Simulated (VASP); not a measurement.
Se:

```
Se
1.0
    -1.38517    1.38517    1.38517
     1.38517   -1.38517    1.38517
     1.38517    1.38517   -1.38517
Se
1
Cartesian
  0.0000 0.0000 0.0000
```

This isn't the form of Se at room conditions, which is trigonal, of chains.

Base run:

| Property | Result |
| --- | --- |
| Program | VASP 6.6.1 |
| Functional | PBEsol |
| Potentials or basis | VASP PAW PBE potentials, release 64 (Se) |
| Cutoff | 500 eV |
| k mesh | 10 × 10 × 10 |
| Occupations | gaussian, width 0.1 eV |
| Spin | no spin polarisation |

Its results: band gap on the k mesh zero (bands 3 and 4 overlap by 14.78 eV); pressure 189.4 GPa.

Q: The run is repeated on the same cell with these changes: k mesh from 10 × 10 × 10 to 8 × 8 × 8. What comes out?

A: Band gap on the k mesh zero (bands 3 and 4 overlap by 16.90 eV); pressure 187.7 GPa.

Caveats: some runs use coarse meshes; the PAW data sets were made with another functional, which shifts forces and pressure a little; the cell stands under pressure (at least some runs).
